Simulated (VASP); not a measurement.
# GaAs (qpbe) (F-43m) in VASP: a series of runs

The runs below take GaAs (qpbe) through single point, with PBE.

All numbers are computed with VASP 6.6.1; they aren't measurements. Logs are shortened: lines on timing, memory, paths and dates and some standing lists are left out, and cuts for length are marked.

## (1) The cell of the first run

Symmetry: F-43m, No. 216, cubic system. Conventional cell: a = 5.750 Å, b = 5.750 Å, c = 5.750 Å, α = 90.00°, β = 90.00°, γ = 90.00°. Within 3.3 Å of Ga (site symmetry -43m) lie 4 As at 2.49 Å. Within 3.3 Å of As (site symmetry -43m) lie 4 Ga at 2.49 Å.

## (2) Single point, PBE

File INCAR:

```
SYSTEM = GaAs
PREC = Accurate ; ENCUT = 520
EDIFF = 1E-6 ; ISMEAR = 0
SIGMA = 0.1 ; LREAL = .FALSE.
LASPH = .TRUE. ; NELM = 60
ALGO = Normal ; ISIF = 2
LWAVE = .FALSE. ; LCHARG = .TRUE.
GGA = PE ; LELF = .TRUE.
LVHAR = .TRUE. ; NBANDS = 16
```

File KPOINTS:

```
regular mesh
0
G
  6 6 6
  0 0 0
```

File POSCAR:

```
GaAs
1.0
    0.0000000000      2.8750910500      2.8750910500
    2.8750910500      0.0000000000      2.8750910500
    2.8750910500      2.8750910500      0.0000000000
Ga As
1 1
Direct
    0.0000000000      0.0000000000      0.0000000000
    0.7500000000      0.7500000000      0.7500000000
```

Potentials or basis: VASP PAW PBE potentials, release 64 (Ga_d, As).

Run with:

```
$ cat potpaw_PBE.64/Ga_d/POTCAR potpaw_PBE.64/As/POTCAR > POTCAR
$ mpirun -np 1 vasp_std > vasp.out
```

OUTCAR:

```text
SYSTEM = GaAs
   PREC = Accurate
   ENCUT = 520
   EDIFF = 1E-6
   ISMEAR = 0
   LREAL = .FALSE.
   LASPH = .TRUE.
   NELM = 60
   ISIF = 2
   GGA = PE

 ion  position               nearest neighbor table
   1  0.000  0.000  0.000-   2 2.49   2 2.49   2 2.49   2 2.49
   2  0.750  0.750  0.750-   1 2.49   1 2.49   1 2.49   1 2.49

  LATTYP: Found a face centered cubic cell.
 ALAT       =     5.7501821000

  Lattice vectors:

 A1 = (   0.0000000000,   2.8750910500,   2.8750910500)
 A2 = (   2.8750910500,   0.0000000000,   2.8750910500)
 A3 = (   2.8750910500,   2.8750910500,   0.0000000000)

Analysis of symmetry for initial positions (statically):
=====================================================================
 Subroutine PRICEL returns:
 Original cell was already a primitive cell.

 Routine SETGRP: Setting up the symmetry group for a
 face centered cubic supercell.

 Subroutine GETGRP returns: Found 24 space group operations
 (whereof 24 operations were pure point group operations)
 out of a pool of 48 trial point group operations.

The static configuration has the point symmetry T_d .

Analysis of symmetry for dynamics (positions and initial velocities):
=====================================================================
 Subroutine PRICEL returns:
 Original cell was already a primitive cell.

 Routine SETGRP: Setting up the symmetry group for a
 face centered cubic supercell.

 Subroutine GETGRP returns: Found 24 space group operations
 (whereof 24 operations were pure point group operations)
 out of a pool of 48 trial point group operations.

The dynamic configuration has the point symmetry T_d .

 Subroutine INISYM returns: Found 24 space group operations
 (whereof 24 operations are pure point group operations),
 and found     1 'primitive' translations

----------------------------------------------------------------------------------------

                                     Primitive cell

  volume of cell :      47.5319

  direct lattice vectors                    reciprocal lattice vectors
     0.000000000  2.875091050  2.875091050    -0.173907536  0.173907536  0.173907536
     2.875091050  0.000000000  2.875091050     0.173907536 -0.173907536  0.173907536
     2.875091050  2.875091050  0.000000000     0.173907536  0.173907536 -0.173907536

  length of vectors
     4.065992756  4.065992756  4.065992756     0.301216688  0.301216688  0.301216688

  position of ions in fractional coordinates (direct lattice)
     0.000000000  0.000000000  0.000000000
     0.750000000  0.750000000  0.750000000

  ion indices of the primitive-cell ions
   primitive index   ion index
                 1           1
                 2           2

----------------------------------------------------------------------------------------

 KPOINTS: regular mesh

Automatic generation of k-mesh.
 Grid dimensions read from file:
 generate k-points for:    6    6    6

 Generating k-lattice:

  Cartesian coordinates                     Fractional coordinates (reciprocal lattice)
    -0.028984589  0.028984589  0.028984589     0.166666667  0.000000000  0.000000000
     0.028984589 -0.028984589  0.028984589     0.000000000  0.166666667  0.000000000
     0.028984589  0.028984589 -0.028984589     0.000000000  0.000000000  0.166666667

  Length of vectors
     0.050202781  0.050202781  0.050202781

  Shift w.r.t. Gamma in fractional coordinates (k-lattice)
     0.000000000  0.000000000  0.000000000

 Subroutine IBZKPT returns following result:
 ===========================================

 Found     16 irreducible k-points:

 Following reciprocal coordinates:
            Coordinates               Weight
  0.000000  0.000000  0.000000      1.000000
  0.166667  0.000000  0.000000      8.000000
  0.333333  0.000000  0.000000      8.000000
  0.500000  0.000000  0.000000      4.000000
  0.166667  0.166667  0.000000      6.000000
  0.333333  0.166667  0.000000     24.000000
[... 8 lines left out ...]
 -0.333333  0.333333  0.166667     24.000000
 -0.333333  0.500000  0.166667     12.000000
   k-points           NKPTS =     16   k-points in BZ     NKDIM =     16   number of bands    NBANDS=     16
   number of dos      NEDOS =    301   number of ions     NIONS =      2
   total plane-waves  NPLWV =  27000
   dimension x,y,z NGX =    30 NGY =   30 NGZ =   30
   dimension x,y,z NGXF=    60 NGYF=   60 NGZF=   60
   ions per type =               1   1
   NGX,Y,Z   is equivalent  to a cutoff of  12.27, 12.27, 12.27 a.u.
   NGXF,Y,Z  is equivalent  to a cutoff of  24.53, 24.53, 24.53 a.u.
 SYSTEM =  GaAs
   PREC   = accura    normal or accurate (medium, high low for compatibility)
   ISTART =      0    job   : 0-new  1-cont  2-samecut
   ICHARG =      2    charge: 1-file 2-atom 10-const
   ISPIN  =      1    spin polarized calculation?
   LNONCOLLINEAR =      F non collinear calculations
   LSORBIT =      F    spin-orbit coupling
   LASPH  =      T    aspherical Exc in radial PAW
   ENCUT  =  520.0 eV  38.22 Ry    6.18 a.u.   7.56  7.56  7.56*2*pi/ulx,y,z
   NELM   =     60;   NELMIN=  2; NELMDL= -5     # of ELM steps
   EDIFF  = 0.1E-05   stopping-criterion for ELM
   LREAL  =      F    real-space projection
   EDIFFG = 0.1E-04   stopping-criterion for IOM
   NSW    =      0    number of steps for IOM
   IBRION =     -1    ionic relax: 0-MD 1-quasi-New 2-CG
   NFREE  =      0    steps in history (QN), initial steepest desc. (CG)
   ISIF   =      2    stress and relaxation
   ISYM   =      2    0-nonsym 1-usesym 2-fastsym
   POTIM  = 0.5000    time-step for ionic-motion
   TEBEG  =    0.0;   TEEND  =   0.0 temperature during run
   PSTRESS=    0.0 pullay stress
   NELECT =      18.0000    total number of electrons
   NUPDOWN=      -1.0000    fix difference up-down
   EMIN   =  10.00;   EMAX   =-10.00  energy-range for DOS
   EFERMI =   0.00;   METHOD = LEGACY
   ISMEAR =     0;   SIGMA  =   0.10  broadening in eV -4-tet -1-fermi 0-gaus
   EFERMI_NEDOS =   21; number of points for ismear=-14 and -15
   IALGO  =     38    algorithm
   IMIX   =      4    mixing-type and parameters
     AMIX     =   0.40;   BMIX     =  1.00
     AMIX_MAG =   1.60;   BMIX_MAG =  1.00
  volume/ion in A,a.u.               =      23.77       160.38
  Fermi-wavevector in a.u.,A,eV,Ry     =   1.184415  2.238221 19.086796  1.402840
  Thomas-Fermi vector in A             =   2.320630
   LORBIT       =      0    0 simple, 1 ext, 2 COOP (PROOUT), +10 PAW based schemes
   GGA     = PE    functional components
   LHFCALC =     F    Hartree Fock is set to
   AEXX    =    0.0000 exact exchange contribution
   IVDW    =     0    specifies the selected vdW correction
   LEPSILON=     F    determine dielectric tensor
   LRPA    =     F    only Hartree local field effects (RPA)
 non-spin polarized calculation
 Gauss-broadening in eV      SIGMA  =   0.10
  energy-cutoff  :      520.00
  volume of cell :       47.53
 maximum number of plane-waves:      1303
   NGX = 15   NGY = 15   NGZ = 15

 number of electron      17.9999988 magnetization

 Free energy of the ion-electron system (eV)
  ---------------------------------------------------
  ext. energy  EPLUGINS =         0.00000000
  ---------------------------------------------------
  free energy    TOTEN  =        -8.25113761 eV

  energy without entropy =       -8.25061634  energy(sigma->0) =       -8.25087698

 E-fermi :   3.5729     XC(G=0):  -9.3570

 val. band max:        3.4765111688   @ k =   0.0000   0.0000   0.0000
 cond. band min:       3.6186210273   @ k =   0.0000   0.0000   0.0000
 fundamental gap:      0.1421098585
 Fermi energy:         3.5729271053

 k-point     1 :       0.0000    0.0000    0.0000
  band No.  band energies     occupation
      1     -11.2582      2.00000
      2     -11.2582      2.00000
      3     -11.2582      2.00000
      4     -11.1910      2.00000
      5     -11.1910      2.00000
      6      -8.8967      2.00000
[... 8 lines left out ...]
     15      13.4684      0.00000
     16      13.4684      0.00000

 k-point     2 :       0.1667    0.0000    0.0000
  band No.  band energies     occupation
      1     -11.2757      2.00000
      2     -11.2532      2.00000
      3     -11.2532      2.00000
      4     -11.1911      2.00000
      5     -11.1911      2.00000
      6      -8.5999      2.00000
[... 8 lines left out ...]
     15      12.4481      0.00000
     16      12.4481      0.00000

 k-point     3 :       0.3333    0.0000    0.0000
  band No.  band energies     occupation
      1     -11.3073      2.00000
      2     -11.2450      2.00000
      3     -11.2450      2.00000
      4     -11.1896      2.00000
      5     -11.1896      2.00000
      6      -7.8383      2.00000
[... 8 lines left out ...]
     15      13.0160      0.00000
     16      13.0160      0.00000

 k-point     4 :       0.5000    0.0000    0.0000
  band No.  band energies     occupation
      1     -11.3220      2.00000
      2     -11.2419      2.00000
      3     -11.2419      2.00000
      4     -11.1877      2.00000
      5     -11.1877      2.00000
      6      -7.2834      2.00000
[... 8 lines left out ...]
     15      15.0926      0.00000
     16      15.0926      0.00000
[... 172 lines left out ...]
 k-point    14 :       0.5000    0.3333    0.1667
  band No.  band energies     occupation
      1     -11.3279      2.00000
      2     -11.2355      2.00000
      3     -11.2297      2.00000
      4     -11.1993      2.00000
      5     -11.1858      2.00000
      6      -7.2302      2.00000
[... 8 lines left out ...]
     15      14.3217      0.00000
     16      16.2221      0.00000

 k-point    15 :      -0.3333    0.3333    0.1667
  band No.  band energies     occupation
      1     -11.3342      2.00000
      2     -11.2350      2.00000
      3     -11.2255      2.00000
      4     -11.1974      2.00000
      5     -11.1878      2.00000
      6      -6.7811      2.00000
[... 8 lines left out ...]
     15      15.3299      0.00000
     16      15.8447      0.00000

 k-point    16 :      -0.3333    0.5000    0.1667
  band No.  band energies     occupation
      1     -11.3421      2.00000
      2     -11.2284      2.00000
      3     -11.2202      2.00000
      4     -11.2032      2.00000
      5     -11.1848      2.00000
      6      -6.5725      2.00000
[... 8 lines left out ...]
     15      15.3438      0.00000
     16      16.4834      0.00000

------------------------ aborting loop because EDIFF is reached ----------------------------------------

  FORCE on cell =-STRESS in cart. coord.  units (eV):
  Direction    XX          YY          ZZ          XY          YZ          ZX
  --------------------------------------------------------------------------------------
  -------------------------------------------------------------------------------------
  Total        0.0024779      0.0024779      0.0024779      0.0000000     -0.0000000      0.0000000
  in kB        0.0835251      0.0835251      0.0835251      0.0000000     -0.0000000      0.0000000
  external PRESSURE =       0.0835251 kB  Pullay stress =       0.0000000 kB

 VOLUME and BASIS-vectors are now :
 -----------------------------------------------------------------------------
  energy-cutoff  :      520.00
  volume of cell :       47.53
      direct lattice vectors                 reciprocal lattice vectors
     0.000000000  2.875091050  2.875091050    -0.173907536  0.173907536  0.173907536
     2.875091050  0.000000000  2.875091050     0.173907536 -0.173907536  0.173907536
     2.875091050  2.875091050  0.000000000     0.173907536  0.173907536 -0.173907536

 POSITION                                       TOTAL-FORCE (eV/Angst)
 -----------------------------------------------------------------------------------
      0.00000      0.00000      0.00000        -0.000000     -0.000000     -0.000000
      4.31264      4.31264      4.31264         0.000000      0.000000      0.000000
 -----------------------------------------------------------------------------------
    total drift:                               -0.000002     -0.000002     -0.000002

  FREE ENERGIE OF THE ION-ELECTRON SYSTEM (eV)
  ---------------------------------------------------
  free  energy   TOTEN  =        -8.2511376104 eV

  energy  without entropy=       -8.2506163399  energy(sigma->0) =       -8.25087698
```

It took 14 s on 1 thread of Intel Xeon Platinum 8259CL at 2.50GHz (Skylake/Cascade Lake), shared host; peak memory 0.17 GiB.

Results:

```yaml
Free_energy: -8.2511 eV
Pressure: 0.0 GPa
Band_gap_on_the_k_mesh: 0.14 eV, direct
```

Levels at points of the mesh, in eV from the valence-band top:
```tsv
k point	band 7	band 8	band 9	band 10	band 11	band 12
(0.00, 0.00, 0.00)	0.00	0.00	0.00	0.14	3.71	3.71
(0.50, 0.00, 0.00)	-6.38	-1.07	-1.07	0.86	4.61	4.61
(0.50, 0.50, 0.00)	-6.59	-2.51	-2.51	1.55	1.67	9.76
```

## (3) Single point, PBE

This run uses another cell than the first one, of 23.71 Å³/atom, 0.998 times its volume.

File INCAR:

```
ALGO = Normal
EDIFF = 1E-6
ENCUT = 520
GGA = PE
ISIF = 2
ISMEAR = 0
LASPH = T
LCHARG = T
LELF = T
LREAL = F
LVHAR = T
LWAVE = F
NBANDS = 16
NELM = 80
PREC = Accurate
SIGMA = 0.01
```

File KPOINTS:

```
k-points
0
Gamma
  10 10 10
```

File POSCAR:

```
GaAs
1.0
    0.0000000000      2.8727978931      2.8727978931
    2.8727978931      0.0000000000      2.8727978931
    2.8727978931      2.8727978931      0.0000000000
Ga As
1 1
Direct
    0.0000000000      0.0000000000      0.0000000000
    0.7500000000      0.7500000000      0.7500000000
```

Potentials or basis: VASP PAW PBE potentials, release 64 (Ga_d, As).

Run with:

```
$ cat potpaw_PBE.64/Ga_d/POTCAR potpaw_PBE.64/As/POTCAR > POTCAR
$ mpirun -np 1 vasp_std > vasp.out
```

Run time: 33 s. Hardware: 1 thread of Intel Xeon Platinum 8259CL at 2.50GHz (Skylake/Cascade Lake), shared host; peak memory 0.19 GiB.

It converged, with:

```yaml
Free_energy: -8.2752 eV
Pressure: 0.1 GPa
Band_gap_on_the_k_mesh: 0.16 eV, direct
```

Levels at points of the mesh, in eV from the valence-band top:
```
           k point  band 6  band 7  band 8  band 9  band 10  band 11  band 12  band 13
(0.00, 0.00, 0.00)  -12.39    0.00    0.00    0.00     0.16     3.72     3.72     3.72
(0.50, 0.00, 0.00)  -10.77   -6.38   -1.07   -1.07     0.87     4.62     4.62     7.70
(0.50, 0.50, 0.00)  -10.09   -6.60   -2.51   -2.51     1.55     1.67     9.79     9.79
```
